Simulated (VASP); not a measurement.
# Ag (P6_3/mmc) in VASP: a series of runs, part 2 of 2

VASP 6.6.1.

**4. Single point, PBE (volume scaled by 0.88)**

The input, INCAR:

```
ALGO = Normal
EDIFF = 1E-7
ENCUT = 520
GGA = PE
ISIF = 2
ISMEAR = -1
LASPH = True
LCHARG = True
LELF = True
LREAL = False
LVHAR = True
LWAVE = False
NBANDS = 18
NELM = 80
PREC = Accurate
SIGMA = 0.05
```

The input, KPOINTS:

```
k-points
0
Gamma
  15 15 8
```

The input, POSCAR:

```
Ag
1.0
    2.7982190965      0.0000000000      0.0000000000
   -1.3991095483      2.4233288230      0.0000000000
    0.0000000000      0.0000000000      4.6343467518
Ag
2
Direct
    0.3333333333      0.6666666667      0.2500000000
    0.6666666667      0.3333333333      0.7500000000
```

Potentials or basis: VASP PAW PBE potentials, release 64 (Ag).

On the command line:

```sh
> cat potpaw_PBE.64/Ag/POTCAR > POTCAR
> mpirun -np 1 vasp_std > vasp.out
```

OUTCAR:

```text
EDIFF = 1E-7
   ENCUT = 520
   GGA = PE
   ISIF = 2
   ISMEAR = -1
   LASPH = True
   LREAL = False
   NELM = 80
   PREC = Accurate

 ion  position               nearest neighbor table
   1  0.333  0.667  0.250-   2 2.82   2 2.82   2 2.82   2 2.82   2 2.82   2 2.82
   2  0.667  0.333  0.750-   1 2.82   1 2.82   1 2.82   1 2.82   1 2.82   1 2.82

  LATTYP: Found a hexagonal cell.
 ALAT       =     2.7982190965
 C/A-ratio  =     1.6561772299

  Lattice vectors:

 A1 = (   2.7982190965,   0.0000000000,   0.0000000000)
 A2 = (  -1.3991095483,   2.4233288230,   0.0000000000)
 A3 = (   0.0000000000,   0.0000000000,   4.6343467518)

Analysis of symmetry for initial positions (statically):
=====================================================================
 Subroutine PRICEL returns:
 Original cell was already a primitive cell.

 Routine SETGRP: Setting up the symmetry group for a
 hexagonal supercell.

 Subroutine GETGRP returns: Found 24 space group operations
 (whereof 12 operations were pure point group operations)
 out of a pool of 24 trial point group operations.

The static configuration has the point symmetry D_3d.
 The point group associated with its full space group is D_6h.

Analysis of symmetry for dynamics (positions and initial velocities):
=====================================================================
 Subroutine PRICEL returns:
 Original cell was already a primitive cell.

 Routine SETGRP: Setting up the symmetry group for a
 hexagonal supercell.

 Subroutine GETGRP returns: Found 24 space group operations
 (whereof 12 operations were pure point group operations)
 out of a pool of 24 trial point group operations.

[... 106 lines left out ...]
   NFREE  =      0    steps in history (QN), initial steepest desc. (CG)
   ISIF   =      2    stress and relaxation
   ISYM   =      2    0-nonsym 1-usesym 2-fastsym
   POTIM  = 0.5000    time-step for ionic-motion
   TEBEG  =    0.0;   TEEND  =   0.0 temperature during run
   PSTRESS=    0.0 pullay stress
   NELECT =      22.0000    total number of electrons
   NUPDOWN=      -1.0000    fix difference up-down
   EMIN   =  10.00;   EMAX   =-10.00  energy-range for DOS
   EFERMI =   0.00;   METHOD = LEGACY
   ISMEAR =    -1;   SIGMA  =   0.05  broadening in eV -4-tet -1-fermi 0-gaus
   EFERMI_NEDOS =   21; number of points for ismear=-14 and -15
   IALGO  =     38    algorithm
   IMIX   =      4    mixing-type and parameters
     AMIX     =   0.40;   BMIX     =  1.00
     AMIX_MAG =   1.60;   BMIX_MAG =  1.00
  volume/ion in A,a.u.               =      15.71       106.03
  Fermi-wavevector in a.u.,A,eV,Ry     =   1.453633  2.746969 28.749787  2.113050
  Thomas-Fermi vector in A             =   2.570877
   LORBIT       =      0    0 simple, 1 ext, 2 COOP (PROOUT), +10 PAW based schemes
   GGA     = PE    functional components
   LHFCALC =     F    Hartree Fock is set to
   AEXX    =    0.0000 exact exchange contribution
   IVDW    =     0    specifies the selected vdW correction
   LEPSILON=     F    determine dielectric tensor
   LRPA    =     F    only Hartree local field effects (RPA)
 non-spin polarized calculation
  energy-cutoff  :      520.00
  volume of cell :       31.43
 maximum number of plane-waves:       858
 NGX is ok and might be reduce to    24
   NGX = 11   NGY = 11   NGZ = 17

 number of electron      22.0000008 magnetization

 Free energy of the ion-electron system (eV)
  ---------------------------------------------------
  ext. energy  EPLUGINS =         0.00000000
  ---------------------------------------------------
  free energy    TOTEN  =        -5.23984165 eV

  energy without entropy =       -5.23530727  energy(sigma->0) =       -5.23757446

 E-fermi :   9.8407     XC(G=0): -12.7048

 val. band max:        9.6263830593   @ k =   0.2000   0.0667   0.2500
 cond. band min:       9.8834213917   @ k =   0.2667   0.2667   0.0000
 fundamental gap:      0.2570383323
 Fermi energy:         9.8406863990

 k-point     1 :       0.0000    0.0000    0.0000
  band No.  band energies     occupation
      1       1.2298      2.00000
      2       2.6602      2.00000
      3       4.4216      2.00000
      4       4.5829      2.00000
      5       4.5829      2.00000
      6       4.8471      2.00000
[... 481 lines left out ...]
      5       4.6964      2.00000
      6       4.7472      2.00000
[... 10 lines left out ...]
     17      20.8608      0.00000
     18      23.7356      0.00000

 [... further k-points ...]
[... 5 lines left out ...]
  --------------------------------------------------------------------------------------
  -------------------------------------------------------------------------------------
  Total        3.2363384      3.2363384      3.2499188     -0.0000000      0.0000000     -0.0000000
  in kB      164.9992313    164.9992313    165.6916046     -0.0000000      0.0000000     -0.0000000
  external PRESSURE =     165.2300224 kB  Pullay stress =       0.0000000 kB

 VOLUME and BASIS-vectors are now :
 -----------------------------------------------------------------------------
  energy-cutoff  :      520.00
  volume of cell :       31.43
      direct lattice vectors                 reciprocal lattice vectors
     2.798219097  0.000000000  0.000000000     0.357370158  0.206327757  0.000000000
    -1.399109548  2.423328823  0.000000000     0.000000000  0.412655514  0.000000000
     0.000000000  0.000000000  4.634346752     0.000000000  0.000000000  0.215780142

 POSITION                                       TOTAL-FORCE (eV/Angst)
 -----------------------------------------------------------------------------------
     -0.00000      1.61555      1.15859        -0.000000      0.000000      0.000000
      1.39911      0.80778      3.47576         0.000000     -0.000000      0.000000
 -----------------------------------------------------------------------------------
    total drift:                                0.000000     -0.000000      0.000000

  FREE ENERGIE OF THE ION-ELECTRON SYSTEM (eV)
  ---------------------------------------------------
  free  energy   TOTEN  =        -5.2398416537 eV

  energy  without entropy=       -5.2353072655  energy(sigma->0) =       -5.23757446
```

stdout:

```text
POSCAR found type information on POSCAR Ag
 POSCAR found :  1 types and       2 ions
 scaLAPACK will be used
 LDA part: xc-table for (Slater+PW92), standard interpolation
 POSCAR, INCAR and KPOINTS ok, starting setup
 FFT: planning ... GRIDC
 FFT: planning ... GRID_SOFT
 FFT: planning ... GRID
 WAVECAR not read
 entering main loop
```

It took 47 s on 1 thread of AMD EPYC 9R45 (Zen 5), shared host; peak memory 0.17 GiB.

Results:

- Free energy: -5.2398 eV
- Pressure: 16.5 GPa
- Band gap on the k mesh: zero (band 11 reaches 14.02 eV, above the bottom of band 12 at 6.08 eV)

Caveat: the cell differs from its parent crystal (volume scaled by 0.88).

**5. Single point, PBE**

This run uses another cell than the first one, of 17.86 Å³/atom, 1.282 times its volume.

The input, INCAR:

```
PREC = Accurate
ENCUT = 520
EDIFF = 1E-7
ISMEAR = -1
SIGMA = 0.05
LREAL = F
LASPH = T
NELM = 80
ALGO = Normal
ISIF = 2
LWAVE = F
LCHARG = F
GGA = PE
NBANDS = 18
```

The input, KPOINTS:

```
regular mesh
0
Gamma
  15 15 8
```

The input, POSCAR:

```
Ag
1.0
    2.9169126286      0.0000000000      0.0000000000
   -1.4584563143      2.5261204370      0.0000000000
    0.0000000000      0.0000000000      4.8464355777
Ag
2
Direct
    0.3333333333      0.6666666667      0.2500000000
    0.6666666667      0.3333333333      0.7500000000
```

Potentials or basis: VASP PAW PBE potentials, release 64 (Ag).

On the command line:

```sh
> cat potpaw_PBE.64/Ag/POTCAR > POTCAR
> mpirun -np 1 vasp_std > vasp.out
```

OUTCAR:

```text
PREC = Accurate
   ENCUT = 520
   EDIFF = 1E-7
   ISMEAR = -1
   LREAL = F
   LASPH = T
   NELM = 80
   ISIF = 2
   GGA = PE

 ion  position               nearest neighbor table
   1  0.333  0.667  0.250-   2 2.95   2 2.95   2 2.95   2 2.95   2 2.95   2 2.95
   2  0.667  0.333  0.750-   1 2.95   1 2.95   1 2.95   1 2.95   1 2.95   1 2.95

  LATTYP: Found a hexagonal cell.
 ALAT       =     2.9169126286
 C/A-ratio  =     1.6614949417

  Lattice vectors:

 A1 = (   2.9169126286,   0.0000000000,   0.0000000000)
 A2 = (  -1.4584563143,   2.5261204370,   0.0000000000)
 A3 = (   0.0000000000,   0.0000000000,   4.8464355777)

Analysis of symmetry for initial positions (statically):
=====================================================================
 Subroutine PRICEL returns:
 Original cell was already a primitive cell.

 Routine SETGRP: Setting up the symmetry group for a
 hexagonal supercell.

 Subroutine GETGRP returns: Found 24 space group operations
 (whereof 12 operations were pure point group operations)
 out of a pool of 24 trial point group operations.

The static configuration has the point symmetry D_3d.
 The point group associated with its full space group is D_6h.

Analysis of symmetry for dynamics (positions and initial velocities):
=====================================================================
 Subroutine PRICEL returns:
 Original cell was already a primitive cell.

 Routine SETGRP: Setting up the symmetry group for a
 hexagonal supercell.

 Subroutine GETGRP returns: Found 24 space group operations
 (whereof 12 operations were pure point group operations)
 out of a pool of 24 trial point group operations.

The dynamic configuration has the point symmetry D_3d.
 The point group associated with its full space group is D_6h.

 Subroutine INISYM returns: Found 24 space group operations
[... 106 lines left out ...]
   TEBEG  =    0.0;   TEEND  =   0.0 temperature during run
   PSTRESS=    0.0 pullay stress
   NELECT =      22.0000    total number of electrons
   NUPDOWN=      -1.0000    fix difference up-down
   EMIN   =  10.00;   EMAX   =-10.00  energy-range for DOS
   EFERMI =   0.00;   METHOD = LEGACY
   ISMEAR =    -1;   SIGMA  =   0.05  broadening in eV -4-tet -1-fermi 0-gaus
   EFERMI_NEDOS =   21; number of points for ismear=-14 and -15
   IALGO  =     38    algorithm
   IMIX   =      4    mixing-type and parameters
     AMIX     =   0.40;   BMIX     =  1.00
     AMIX_MAG =   1.60;   BMIX_MAG =  1.00
  volume/ion in A,a.u.               =      17.86       120.49
  Fermi-wavevector in a.u.,A,eV,Ry     =   1.392993  2.632376 26.401165  1.940431
  Thomas-Fermi vector in A             =   2.516683
   LORBIT       =      0    0 simple, 1 ext, 2 COOP (PROOUT), +10 PAW based schemes
   GGA     = PE    functional components
   LHFCALC =     F    Hartree Fock is set to
   AEXX    =    0.0000 exact exchange contribution
   IVDW    =     0    specifies the selected vdW correction
   LEPSILON=     F    determine dielectric tensor
   LRPA    =     F    only Hartree local field effects (RPA)
 non-spin polarized calculation
  energy-cutoff  :      520.00
  volume of cell :       35.71
 maximum number of plane-waves:       990
 NGX is ok and might be reduce to    24
   NGX = 11   NGY = 11   NGZ = 19

 number of electron      22.0000000 magnetization

 Free energy of the ion-electron system (eV)
  ---------------------------------------------------
  ext. energy  EPLUGINS =         0.00000000
  ---------------------------------------------------
  free energy    TOTEN  =        -5.43186577 eV

  energy without entropy =       -5.42719766  energy(sigma->0) =       -5.42953172

 E-fermi :   7.9582     XC(G=0): -11.9360

 val. band max:        7.9335094696   @ k =   0.2667   0.2667   0.0000
 cond. band min:       7.9806020601   @ k =   0.3333   0.2000   0.0000
 fundamental gap:      0.0470925905
 Fermi energy:         7.9582047979

 k-point     1 :       0.0000    0.0000    0.0000
  band No.  band energies     occupation
      1       0.3698      2.00000
      2       1.6699      2.00000
      3       3.0885      2.00000
      4       3.2334      2.00000
      5       3.2334      2.00000
      6       3.4382      2.00000
[... 481 lines left out ...]
      5       3.3414      2.00000
      6       3.4278      2.00000
[... 10 lines left out ...]
     17      18.1268      0.00000
     18      21.1437      0.00000

 [... further k-points ...]
[... 5 lines left out ...]
  --------------------------------------------------------------------------------------
  -------------------------------------------------------------------------------------
  Total       -0.0249533     -0.0249533     -0.0297377      0.0000000      0.0000000      0.0000000
  in kB       -1.1195388     -1.1195388     -1.3341894      0.0000000      0.0000000      0.0000000
  external PRESSURE =      -1.1910890 kB  Pullay stress =       0.0000000 kB

 VOLUME and BASIS-vectors are now :
 -----------------------------------------------------------------------------
  energy-cutoff  :      520.00
  volume of cell :       35.71
      direct lattice vectors                 reciprocal lattice vectors
     2.916912629  0.000000000  0.000000000     0.342828232  0.197931972  0.000000000
    -1.458456314  2.526120437  0.000000000     0.000000000  0.395863944  0.000000000
     0.000000000  0.000000000  4.846435578     0.000000000  0.000000000  0.206337211

 POSITION                                       TOTAL-FORCE (eV/Angst)
 -----------------------------------------------------------------------------------
     -0.00000      1.68408      1.21161        -0.000000     -0.000000      0.000000
      1.45846      0.84204      3.63483         0.000000      0.000000     -0.000000
 -----------------------------------------------------------------------------------
    total drift:                               -0.000000      0.000000     -0.000000

  FREE ENERGIE OF THE ION-ELECTRON SYSTEM (eV)
  ---------------------------------------------------
  free  energy   TOTEN  =        -5.4318657720 eV

  energy  without entropy=       -5.4271976619  energy(sigma->0) =       -5.42953172
```

OSZICAR:

```text
N       E                     dE             d eps       ncg     rms          rms(c)
DAV:   1     0.125159911802E+03    0.12516E+03   -0.11665E+04  4860   0.121E+03
DAV:   2    -0.385884041835E+01   -0.12902E+03   -0.12213E+03  5018   0.265E+02
DAV:   3    -0.590658565257E+01   -0.20477E+01   -0.20407E+01  5658   0.377E+01
DAV:   4    -0.591282505027E+01   -0.62394E-02   -0.62389E-02  5320   0.205E+00
DAV:   5    -0.591287749790E+01   -0.52448E-04   -0.52448E-04  5374   0.201E-01    0.655E+00
DAV:   6    -0.544965476292E+01    0.46322E+00   -0.11657E+00  5050   0.115E+01    0.433E+00
DAV:   7    -0.543675284235E+01    0.12902E-01   -0.13955E-02  5184   0.110E+00    0.248E+00
DAV:   8    -0.543184138339E+01    0.49115E-02   -0.11567E-03  5112   0.279E-01    0.110E-01
DAV:   9    -0.543185381732E+01   -0.12434E-04   -0.18424E-05  5552   0.328E-02    0.385E-02
DAV:  10    -0.543186636469E+01   -0.12547E-04   -0.85318E-06  5302   0.270E-02    0.419E-03
DAV:  11    -0.543186586141E+01    0.50328E-06   -0.83057E-08  4130   0.255E-03    0.916E-04
DAV:  12    -0.543186577196E+01    0.89449E-07   -0.17485E-08  2644   0.108E-03
   1 F= -.54318658E+01 E0= -.54295317E+01  d E =-.466811E-02
```

Wall time 78 s (1 thread of Intel Xeon Platinum 8175M at 2.50GHz (Skylake/Cascade Lake), shared host); peak memory 0.2 GiB.

What came out:

* Free energy: -5.4319 eV
* Pressure: -0.1 GPa
* Band gap on the k mesh: zero (band 11 reaches 11.86 eV, above the bottom of band 12 at 4.43 eV)

**6. Summary**

```csv
cell,gap on the mesh (eV),pressure (GPa)
"a = 2.690, b = 2.690, c = 4.444 Å, angles 90.0, 90.0, 120.0°, 2 atoms",none,45.4
"a = 2.798, b = 2.798, c = 4.634 Å, angles 90.0, 90.0, 120.0°, 2 atoms",none,16.5
"a = 2.917, b = 2.917, c = 4.846 Å, angles 90.0, 90.0, 120.0°, 2 atoms",none,-0.1
```

Alike in all rows: task single point; level PBE; potentials or basis VASP PAW PBE potentials, release 64 (Ag); no spin polarisation; k mesh 15 × 15 × 8; cutoff (eV) 520; smearing fermi-dirac 0.05 eV.

Absolute energies hang on the potentials; compare differences alone.
